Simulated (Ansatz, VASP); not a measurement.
## AlFe in VASP and in Ansatz

Contents of INCAR:

```
SYSTEM = AlFe
  PREC = Accurate
  ENCUT = 600
  EDIFF = 1E-6
  ISMEAR = -1
  SIGMA = 0.05
  LREAL = .FALSE.
  LASPH = .TRUE.
  NELM = 200
  ALGO = Normal
  ISIF = 2
  LWAVE = .FALSE.
  LCHARG = .FALSE.
  ISPIN = 2
  MAGMOM = 3.8 0
  LORBIT = 11
  NUPDOWN = 3.8
  LMAXMIX = 4
  GGA = PE
  NBANDS = 20
  GGA_COMPAT = .FALSE.
```

File KPOINTS:

```
regular mesh
0
G
  8 8 8
  0 0 0
```

Contents of POSCAR:

```
AlFe
1.0
    2.9100000000      0.0000000000      0.0000000000
    0.0000000000      2.9100000000      0.0000000000
    0.0000000000      0.0000000000      2.9100000000
Fe Al
1 1
Direct
    0.5000000000      0.5000000000      0.5000000000
    0.0000000000      0.0000000000      0.0000000000
```

Contents of input.yaml:

```yaml
crystal:
  lattice:
    - [2.91, 0.0, 0.0]
    - [0.0, 2.91, 0.0]
    - [0.0, 0.0, 2.91]
  atoms:
    - { symbol: Fe, position: [0.5, 0.5, 0.5], spin: 3.8 }
    - { symbol: Al, position: [0.0, 0.0, 0.0] }
hamiltonian:
  xc: pbe
  pseudopotentials: { kind: paw }
magnetization:
  spin_polarized: true
  initial_magnetization: 3.8
  spin_locking: { lock_magnetization: hard }
kpoints:
  mp_grid: { grid: [8, 8, 8] }
scf:
  occupations: { method: fermi_dirac, width: 0.05 }
  lower_state_search: "off"
output:
  forces: true
  stress: true
  eigenvalues: true
  write_density: true
  write_potential: true
  elf: true
  volumetric_format: npy
```

Alike in both runs: task single point; functional PBE; k mesh 8 × 8 × 8; occupations fermi-dirac, width 0.05 eV; collinear spin; fixed moment 3.8 μB.

|  | VASP | Ansatz |
| --- | --- | --- |
| version | VASP 6.6.1 | Ansatz 0.2.0 |
| potentials or method | VASP PAW PBE potentials, release 64 (Fe_sv, Al) | Ansatz PAW |
| plane-wave cutoff (eV) | 600 | 420 |
| valence electrons in the cell | 19 | 19 |

Ansatz gave:

- net moment per atom (μB): 1.90
- size of the moment on the site where the two differ most (μB): 3.24

**Question.** What did VASP give for the same quantities?

**Answer.** net moment per atom (μB): 1.90; size of the moment on the site where the two differ most (μB): 3.04.

Site moments also hang on the region over which each program counts them.
